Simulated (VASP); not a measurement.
Set up this calculation in VASP 6.6.1, as the native input.

| Quantity | Value |
| --- | --- |
| Task | single point |
| Functional | PBE |
| Potentials or basis | VASP PAW PBE potentials, release 64 (Na_pv, H) |
| Cutoff | 520 eV |
| k mesh | 3 × 3 × 6 |
| Occupations | gaussian, width 0.1 eV |
| Spin | no spin polarisation |
| Dipole correction | no |
| Further INCAR settings | ALGO = Normal; EDIFF = 1e-06; NBANDS = 27 |

The structure of Na5H lies in POSCAR:

```
Na5H
1.0
    7.9990863572      0.0000000000      0.0000000000
   -3.9995431786      6.9274119925      0.0000000000
    0.0000000000      0.0000000000      3.3630907099
Na H
5 1
Direct
    0.0000000000      0.7689647640      0.0000000000
    0.7689647640      0.0000000000      0.0000000000
    0.2310352360      0.2310352360      0.0000000000
    0.6666666667      0.3333333333      0.5000000000
    0.3333333333      0.6666666667      0.5000000000
    0.0000000000      0.0000000000      0.5000000000
```

One way to write it, as run:

INCAR

```
PREC = Accurate
ENCUT = 520
EDIFF = 1E-6
ISMEAR = 0
SIGMA = 0.1
LREAL = F
LASPH = T
NELM = 60
ALGO = Normal
ISIF = 2
LWAVE = F
LCHARG = T
GGA = PE
LELF = T
LVHAR = T
NBANDS = 27
```

KPOINTS

```
regular mesh
0
Gamma
  3 3 6
```

Potentials or basis: VASP PAW PBE potentials, release 64 (Na_pv, H).

Launch:

```console
$ cat potpaw_PBE.64/Na_pv/POTCAR potpaw_PBE.64/H/POTCAR > POTCAR
$ mpirun -np 1 vasp_std > vasp.out
```

It gave:

The pressure is 0.1 GPa, the largest force is 0.015 eV/Å and the band gap on the k mesh is zero (band 18 reaches 1.57 eV, above the bottom of band 19 at -0.38 eV).

Wall time 25 s on 1 thread of Intel(R) Xeon(R) Platinum 8559C (Emerald Rapids), with other jobs on the host, peak memory 0.31 GiB.
